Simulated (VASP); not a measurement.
Write the native input for VASP 6.6.1 that does the following.

- Task: single point
- Functional: PBE
- Potentials or basis: VASP PAW PBE potentials, release 64 (Cd)
- Cutoff: 520 eV
- k mesh: 16 × 16 × 16
- Occupations: gaussian, width 0.05 eV
- Spin: no spin polarisation
- Dipole correction: no
- Further INCAR settings: ALGO = Fast; EDIFF = 1e-06; NBANDS = 12

The structure of Cd lies in POSCAR:

```
Cd
1.0
   -1.7999995603      1.7999995603      1.7999995603
    1.7999995603     -1.7999995603      1.7999995603
    1.7999995603      1.7999995603     -1.7999995603
Cd
1
Direct
    0.0000000000      0.0000000000      0.0000000000
```

This isn't the form of Cd at room conditions, which is hcp.

These files were run (other wordings do the same):

INCAR

```
SYSTEM = Cd
PREC = Accurate ; ENCUT = 520
EDIFF = 1E-6 ; ISMEAR = 0
SIGMA = 0.05 ; LREAL = .False.
LASPH = .True. ; NELM = 60
ALGO = Fast ; ISIF = 2
LWAVE = .False. ; LCHARG = .True.
GGA = PE ; LELF = .True.
LVHAR = .True. ; NBANDS = 12
```

KPOINTS

```
regular mesh
0
Gamma
  16 16 16
  0 0 0
```

Potentials or basis: VASP PAW PBE potentials, release 64 (Cd).

Command:

```bash
$ cat potpaw_PBE.64/Cd/POTCAR > POTCAR
$ mpirun -np 1 vasp_std > vasp.out
```

It gave:

```
Pressure               : 0.3 GPa
Band gap on the k mesh : zero (bands 6 and 7 overlap by 4.40 eV)
```

Wall time 36 s on 1 thread of Intel Xeon 8259CL, with other jobs on the host, peak memory 0.16 GiB.
